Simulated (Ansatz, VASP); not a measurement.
# Two plane-wave programs on AlN

The input INCAR:

```
SYSTEM = AlN
PREC     = Accurate       ! precision mode
ENCUT    = 520            ! plane-wave cutoff, eV
EDIFF    = 1E-6           ! SCF threshold, eV
ISMEAR   = 0              ! smearing method
SIGMA    = 0.02           ! smearing width, eV
LREAL    = .FALSE.        ! projectors in reciprocal space
LASPH    = .TRUE.         ! aspherical terms in the spheres
NELM     = 60             ! most SCF steps
ALGO     = Normal         ! electronic algorithm
ISIF     = 2              ! what is computed and relaxed
LWAVE    = .FALSE.        ! write WAVECAR
LCHARG   = .FALSE.        ! write CHGCAR
GGA      = PE             ! functional
IBRION   = 2              ! ionic algorithm
NSW      = 60             ! ionic steps
EDIFFG   = -0.008         ! ionic threshold
```

File KPOINTS:

```
regular mesh
0
G
  12 12 6
  0 0 0
```

Contents of POSCAR:

```
AlN
1.0
    3.0832552935      0.0000000000      0.0000000000
   -1.5416276467      2.6701774105      0.0000000000
    0.0000000000      0.0000000000      4.9427726727
Al N
2 2
Direct
    0.6666666667      0.3333333333      0.4992342259
    0.3333333333      0.6666666667      0.9992342259
    0.6666666667      0.3333333333      0.8807657741
    0.3333333333      0.6666666667      0.3807657741
```

Input for Ansatz:

```yaml
crystal:
  lattice:
    - [3.0832552935, 0.0, 0.0]
    - [-1.5416276467, 2.6701774105, 0.0]
    - [0.0, 0.0, 4.9427726727]
  atoms:
    - { symbol: Al, position: [0.6666666667, 0.3333333333, 0.4992342259] }
    - { symbol: Al, position: [0.3333333333, 0.6666666667, 0.9992342259] }
    - { symbol: "N", position: [0.6666666667, 0.3333333333, 0.8807657741] }
    - { symbol: "N", position: [0.3333333333, 0.6666666667, 0.3807657741] }
basis:
  ecutwfc: 420
kpoints:
  mp_grid: { grid: [12, 12, 6] }
hamiltonian:
  xc: pbe
scf:
  occupations: { method: gaussian, width: 0.02 }
output:
  forces: true
  stress: true
  eigenvalues: true
relax:
  adjacent_minimum: "off"
  f_tol: 0.008
  max_steps: 40
```

Change from the starting cell: equal strain along all axes, cell held, atoms relaxed: -1.5 %.

Alike in both runs: task relaxation of the atoms; functional PBE; k mesh 12 × 12 × 6; occupations gaussian, width 0.02 eV; no spin polarisation.

|  | VASP | Ansatz |
| --- | --- | --- |
| version | VASP 6.6.1 | Ansatz 0.2.0 |
| potentials or method | VASP PAW PBE potentials, release 64 (Al, N), cutoff 520 eV | scalar-relativistic, plane waves, PAW |
| valence electrons in the cell | 16 | 16 |

```tsv
	VASP	Ansatz	Ansatz less VASP
gap on the k mesh at the Fermi level, each at its own relaxed structure (eV)	4.44	4.43	-0.011
```

Ansatz's warnings: stress scf threshold loose.
